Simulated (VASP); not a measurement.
# Mo (P6_3/mmc) in VASP: single point with RPBE

Aim: the single point of Mo with RPBE.

Program: VASP 6.6.1. These are calculated values, not measurements. Logs are shortened: lines on timing, memory, paths and dates and some standing lists are left out, and cuts for length are marked.

## Step 1: The cell of the first run

It takes space group P6_3/mmc (No. 194, hexagonal). Conventional cell: a = 2.662 Å, b = 2.662 Å, c = 4.620 Å, α = 90.00°, β = 90.00°, γ = 120.00°. Within 3.5 Å of Mo (site symmetry -6m2) lie 12 Mo at 2.66 to 2.77 Å.

## Step 2: Single point, RPBE

File INCAR:

```
PREC = Accurate
ENCUT = 520
EDIFF = 1E-6
ISMEAR = -1
SIGMA = 0.08
LREAL = F
LASPH = T
NELM = 80
ALGO = Normal
ISIF = 2
LWAVE = F
LCHARG = F
GGA = RP
NBANDS = 21
```

File KPOINTS:

```
Automatic mesh
0
Gamma
  15 15 8
```

File POSCAR:

```
Mo
1.0
    2.6623872734      0.0000000000      0.0000000000
   -1.3311936367      2.3056950135      0.0000000000
    0.0000000000      0.0000000000      4.6198130788
Mo
2
Direct
    0.3333333333      0.6666666667      0.2500000000
    0.6666666667      0.3333333333      0.7500000000
```

Potentials or basis: VASP PAW PBE potentials, release 64 (Mo_sv).

Command:

```bash
$ cat potpaw_PBE.64/Mo_sv/POTCAR > POTCAR
$ mpirun -np 1 vasp_std > vasp.out
```

OUTCAR:

```text
PREC = Accurate
   ENCUT = 520
   EDIFF = 1E-6
   ISMEAR = -1
   LREAL = F
   LASPH = T
   NELM = 80
   ISIF = 2
   GGA = RP

 ion  position               nearest neighbor table
   1  0.333  0.667  0.250-   2 2.77   2 2.77   2 2.77   2 2.77   2 2.77   2 2.77
   2  0.667  0.333  0.750-   1 2.77   1 2.77   1 2.77   1 2.77   1 2.77   1 2.77

  LATTYP: Found a hexagonal cell.
 ALAT       =     2.6623872734
 C/A-ratio  =     1.7352145291

  Lattice vectors:

 A1 = (   2.6623872734,   0.0000000000,   0.0000000000)
 A2 = (  -1.3311936367,   2.3056950135,   0.0000000000)
 A3 = (   0.0000000000,   0.0000000000,   4.6198130788)

Analysis of symmetry for initial positions (statically):
=====================================================================
 Subroutine PRICEL returns:
 Original cell was already a primitive cell.

 Routine SETGRP: Setting up the symmetry group for a
 hexagonal supercell.

 Subroutine GETGRP returns: Found 24 space group operations
 (whereof 12 operations were pure point group operations)
 out of a pool of 24 trial point group operations.

The static configuration has the point symmetry D_3d.
 The point group associated with its full space group is D_6h.

Analysis of symmetry for dynamics (positions and initial velocities):
=====================================================================
 Subroutine PRICEL returns:
 Original cell was already a primitive cell.

 Routine SETGRP: Setting up the symmetry group for a
 hexagonal supercell.

 Subroutine GETGRP returns: Found 24 space group operations
 (whereof 12 operations were pure point group operations)
 out of a pool of 24 trial point group operations.

The dynamic configuration has the point symmetry D_3d.
 The point group associated with its full space group is D_6h.

 Subroutine INISYM returns: Found 24 space group operations
 (whereof 12 operations are pure point group operations),
 and found     1 'primitive' translations

----------------------------------------------------------------------------------------

                                     Primitive cell

  volume of cell :      28.3594

  direct lattice vectors                    reciprocal lattice vectors
     2.662387273  0.000000000  0.000000000     0.375602757  0.216854353  0.000000000
    -1.331193637  2.305695013  0.000000000     0.000000000  0.433708706  0.000000000
     0.000000000  0.000000000  4.619813079     0.000000000  0.000000000  0.216458974

  length of vectors
[... 72 lines left out ...]
 SYSTEM =  unknown system
   PREC   = accura    normal or accurate (medium, high low for compatibility)
   ISTART =      0    job   : 0-new  1-cont  2-samecut
   ICHARG =      2    charge: 1-file 2-atom 10-const
   ISPIN  =      1    spin polarized calculation?
   LNONCOLLINEAR =      F non collinear calculations
   LSORBIT =      F    spin-orbit coupling
   LASPH  =      T    aspherical Exc in radial PAW
   ENCUT  =  520.0 eV  38.22 Ry    6.18 a.u.   4.95  4.95  8.59*2*pi/ulx,y,z
   NELM   =     80;   NELMIN=  2; NELMDL= -5     # of ELM steps
   EDIFF  = 0.1E-05   stopping-criterion for ELM
   LREAL  =      F    real-space projection
   EDIFFG = 0.1E-04   stopping-criterion for IOM
   NSW    =      0    number of steps for IOM
   IBRION =     -1    ionic relax: 0-MD 1-quasi-New 2-CG
   NFREE  =      0    steps in history (QN), initial steepest desc. (CG)
   ISIF   =      2    stress and relaxation
   ISYM   =      2    0-nonsym 1-usesym 2-fastsym
   POTIM  = 0.5000    time-step for ionic-motion
   TEBEG  =    0.0;   TEEND  =   0.0 temperature during run
   PSTRESS=    0.0 pullay stress
   NELECT =      28.0000    total number of electrons
   NUPDOWN=      -1.0000    fix difference up-down
   EMIN   =  10.00;   EMAX   =-10.00  energy-range for DOS
   EFERMI =   0.00;   METHOD = LEGACY
   ISMEAR =    -1;   SIGMA  =   0.08  broadening in eV -4-tet -1-fermi 0-gaus
   EFERMI_NEDOS =   21; number of points for ismear=-14 and -15
   IALGO  =     38    algorithm
   IMIX   =      4    mixing-type and parameters
     AMIX     =   0.40;   BMIX     =  1.00
     AMIX_MAG =   1.60;   BMIX_MAG =  1.00
  volume/ion in A,a.u.               =      14.18        95.69
  Fermi-wavevector in a.u.,A,eV,Ry     =   1.630153  3.080542 36.156102  2.657399
  Thomas-Fermi vector in A             =   2.722501
   LORBIT       =      0    0 simple, 1 ext, 2 COOP (PROOUT), +10 PAW based schemes
   GGA     = RP    functional components
   LHFCALC =     F    Hartree Fock is set to
   AEXX    =    0.0000 exact exchange contribution
   IVDW    =     0    specifies the selected vdW correction
   LEPSILON=     F    determine dielectric tensor
   LRPA    =     F    only Hartree local field effects (RPA)
 non-spin polarized calculation
  energy-cutoff  :      520.00
  volume of cell :       28.36
 maximum number of plane-waves:       786
 NGX is ok and might be reduce to    20
   NGX =  9   NGY =  9   NGZ = 17

 number of electron      27.9999999 magnetization

 Free energy of the ion-electron system (eV)
  ---------------------------------------------------
  ext. energy  EPLUGINS =         0.00000000
  ---------------------------------------------------
  free energy    TOTEN  =       -19.35810551 eV

  energy without entropy =      -19.30522083  energy(sigma->0) =      -19.33166317

 E-fermi :  13.9348     XC(G=0): -13.8648

 val. band max:       13.9293011321   @ k =   0.4000   0.2000   0.2500
 cond. band min:      13.9422215693   @ k =   0.4667   0.0000   0.0000
 fundamental gap:      0.0129204372
 Fermi energy:        13.9347575748

 k-point     1 :       0.0000    0.0000    0.0000
  band No.  band energies     occupation
      1     -46.8939      2.00000
      2     -46.6032      2.00000
      3     -21.7391      2.00000
      4     -20.0674      2.00000
      5     -20.0021      2.00000
      6     -20.0021      2.00000
[... 565 lines left out ...]
     20      23.8399      0.00000
     21      25.3134      0.00000

 [... further k-points ...]
[... 5 lines left out ...]
  --------------------------------------------------------------------------------------
  -------------------------------------------------------------------------------------
  Total        7.6921834      7.6921834      7.6593602     -0.0000000     -0.0000000     -0.0000000
  in kB      434.5729769    434.5729769    432.7186177     -0.0000000     -0.0000000     -0.0000000
  external PRESSURE =     433.9548571 kB  Pullay stress =       0.0000000 kB

 VOLUME and BASIS-vectors are now :
 -----------------------------------------------------------------------------
  energy-cutoff  :      520.00
  volume of cell :       28.36
      direct lattice vectors                 reciprocal lattice vectors
     2.662387273  0.000000000  0.000000000     0.375602757  0.216854353  0.000000000
    -1.331193637  2.305695013  0.000000000     0.000000000  0.433708706  0.000000000
     0.000000000  0.000000000  4.619813079     0.000000000  0.000000000  0.216458974

 POSITION                                       TOTAL-FORCE (eV/Angst)
 -----------------------------------------------------------------------------------
     -0.00000      1.53713      1.15495         0.000000     -0.000000      0.000000
      1.33119      0.76857      3.46486        -0.000000      0.000000      0.000000
 -----------------------------------------------------------------------------------
    total drift:                               -0.000000      0.000000     -0.000000

  FREE ENERGIE OF THE ION-ELECTRON SYSTEM (eV)
  ---------------------------------------------------
  free  energy   TOTEN  =       -19.3581055128 eV

  energy  without entropy=      -19.3052208344  energy(sigma->0) =      -19.33166317
```

OSZICAR:

```text
N       E                     dE             d eps       ncg     rms          rms(c)
DAV:   1     0.301898956783E+03    0.30190E+03   -0.18015E+04  5678   0.143E+03
DAV:   2    -0.137921232436E+02   -0.31569E+03   -0.30742E+03  6328   0.449E+02
DAV:   3    -0.202583836913E+02   -0.64663E+01   -0.63839E+01  6433   0.667E+01
DAV:   4    -0.202882759788E+02   -0.29892E-01   -0.29830E-01  6275   0.479E+00
DAV:   5    -0.202884862676E+02   -0.21029E-03   -0.21029E-03  6515   0.379E-01    0.245E+01
DAV:   6    -0.194951126623E+02    0.79337E+00   -0.13787E+00  6190   0.108E+01    0.858E+00
DAV:   7    -0.193633484780E+02    0.13176E+00   -0.39613E-01  6480   0.539E+00    0.955E-01
DAV:   8    -0.193579636379E+02    0.53848E-02   -0.78029E-03  5905   0.887E-01    0.173E-01
DAV:   9    -0.193580829230E+02   -0.11929E-03   -0.17665E-04  6886   0.139E-01    0.898E-02
DAV:  10    -0.193581045574E+02   -0.21634E-04   -0.25271E-05  6165   0.489E-02    0.101E-02
DAV:  11    -0.193581055128E+02   -0.95538E-06   -0.19245E-06  4807   0.132E-02
   1 F= -.19358106E+02 E0= -.19331663E+02  d E =-.528847E-01
```

stdout:

```text
POSCAR found type information on POSCAR Mo
 POSCAR found :  1 types and       2 ions
 scaLAPACK will be used
 -----------------------------------------------------------------------------
|                                                                             |
|                                                                             |
|     You enforced a specific xc type in the INCAR file but a different       |
|     I HOPE YOU KNOW WHAT YOU ARE DOING!                                     |
|                                                                             |
 -----------------------------------------------------------------------------

 LDA part: xc-table for (Slater+PW92), standard interpolation
 POSCAR, INCAR and KPOINTS ok, starting setup
 FFT: planning ... GRIDC
 FFT: planning ... GRID_SOFT
 FFT: planning ... GRID
 WAVECAR not read
 entering main loop
```

It took 36 s on 1 thread of Intel Xeon 6975P-C, shared host; peak memory 0.19 GiB.

Results:

| Property | Result |
| --- | --- |
| Free energy | -19.3581 eV |
| Pressure | 43.4 GPa |
| Band gap on the k mesh | zero (band 14 reaches 15.35 eV, above the bottom of band 15 at 13.10 eV) |

Stress tensor (GPa, compression positive):
```
43.46  0.00  0.00
 0.00 43.46  0.00
 0.00  0.00 43.27
```

Caveat: the PAW data sets were made with another functional, which shifts forces and pressure a little.
